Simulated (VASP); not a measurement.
A run of VASP 6.6.1 is set up as follows.

Contents of INCAR:

```
PREC     = Accurate       # precision mode
ENCUT    = 840            # plane-wave cutoff, eV
EDIFF    = 1E-6           # SCF threshold, eV
ISMEAR   = 0              # smearing method
SIGMA    = 0.02           # smearing width, eV
LREAL    = False          # projectors in reciprocal space
LASPH    = True           # aspherical terms in the spheres
NELM     = 120            # most SCF steps
ALGO     = Normal         # electronic algorithm
ISIF     = 2              # what is computed and relaxed
LWAVE    = False          # write WAVECAR
LCHARG   = False          # write CHGCAR
GGA      = PS             # functional
NBANDS   = 24             # bands
GGA_COMPAT= False
```

The input KPOINTS:

```
regular mesh
0
Gamma
  8 8 6
```

POSCAR

```
Mg2C3
1.0
    2.4710665979     -2.4136011457     -0.0257598534
    2.4710665979      2.4136011457     -0.0257598534
   -1.3071339740      0.0000000000      4.9864787236
Mg C
2 3
Direct
    0.8111642465      0.8111642465      0.1946510246
    0.1888357535      0.1888357535      0.8053489754
    0.3052313376      0.3052313376      0.2638455416
    0.6947686624      0.6947686624      0.7361544584
    0.5000000000      0.5000000000      0.5000000000
```

Potentials or basis: VASP PAW PBE potentials, release 64 (Mg_sv, C).

Command:

```bash
$ cat potpaw_PBE.64/Mg_sv/POTCAR potpaw_PBE.64/C/POTCAR > POTCAR
$ mpirun -np 1 vasp_std > vasp.out
```

What does it give for the band gap on the k mesh?

1.46 eV (least direct gap 2.14 eV).

Estimate the pressure.

-8.7 GPa.

Stress tensor (GPa, compression positive):
```
-8.74  0.00  0.07
 0.00 -8.78  0.00
 0.07  0.00 -8.51
```

Caveat: the cell stands under tension; the PAW data sets were made with another functional, which shifts forces and pressure a little. A k mesh can miss the band edges.
